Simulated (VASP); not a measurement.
**KMgF3: single point with PBEsol**

The system is KMgF3.

```
CELL_PARAMETERS angstrom
4.17086 0.00000 0.00000
0.00000 3.94635 0.00000
0.00000 0.00000 3.94635
ATOMIC_POSITIONS crystal
K 0.50000 0.50000 0.50000
Mg 0.00000 0.00000 0.00000
F 0.00000 0.50000 0.00000
F 0.00000 0.00000 0.50000
F 0.50000 0.00000 0.00000
```

This cell differs from its parent crystal: uniaxial strain along a: +4.5 %.

| Item | Value |
| --- | --- |
| Program | VASP 6.6.1 |
| Task | single point |
| Functional | PBEsol |
| Potentials or basis | VASP PAW PBE potentials, release 64 (K_sv, Mg, F) |
| Cutoff | 600 eV |
| k mesh | 6 × 6 × 6 |
| Occupations | gaussian, width 0.02 eV |
| Spin | no spin polarisation |
| Dipole correction | no |
| Further INCAR settings | ALGO = Normal; EDIFF = 1e-06; NBANDS = 24 |

```
Pressure               : -1.6 GPa
Band gap on the k mesh : 6.90 eV, indirect (least direct gap 7.25 eV)
```

Stress tensor (GPa, compression positive):
```
-4.66  0.00  0.00
 0.00 -0.08  0.00
 0.00  0.00 -0.08
```

Levels at points of the mesh, in eV from the valence-band top:
```csv
k point,band 12,band 13,band 14,band 15,band 16,band 17,band 18,band 19,band 20,band 21
"(0.00, 0.00, 0.00)",-0.60,-0.60,-0.35,-0.34,-0.34,6.90,9.77,10.01,11.94,11.94
"(0.50, 0.00, 0.00)",-0.90,-0.70,-0.70,-0.55,-0.55,9.63,9.93,10.66,12.61,12.61
"(0.00, 0.50, 0.00)",-1.00,-0.94,-0.86,-0.54,-0.54,9.84,10.03,11.05,12.32,12.63
"(0.50, 0.50, 0.00)",-1.08,-1.01,-1.00,-0.90,-0.08,10.58,11.34,12.02,12.18,12.71
"(0.00, 0.50, 0.50)",-1.17,-1.17,-0.75,-0.75,-0.01,10.67,11.60,12.32,12.32,12.37
"(0.50, 0.50, 0.50)",-1.22,-1.05,-0.04,-0.04,0.00,10.16,10.17,10.17,13.26,14.10
```

Wall time 46 s on 1 thread of Intel(R) Xeon(R) Platinum 8488C (Sapphire Rapids), with other jobs on the host, peak memory 0.23 GiB.

Caveat: the cell differs from its parent crystal (uniaxial strain along a: +4.5 %); the PAW data sets were made with another functional, which shifts forces and pressure a little. A k mesh can miss the band edges.
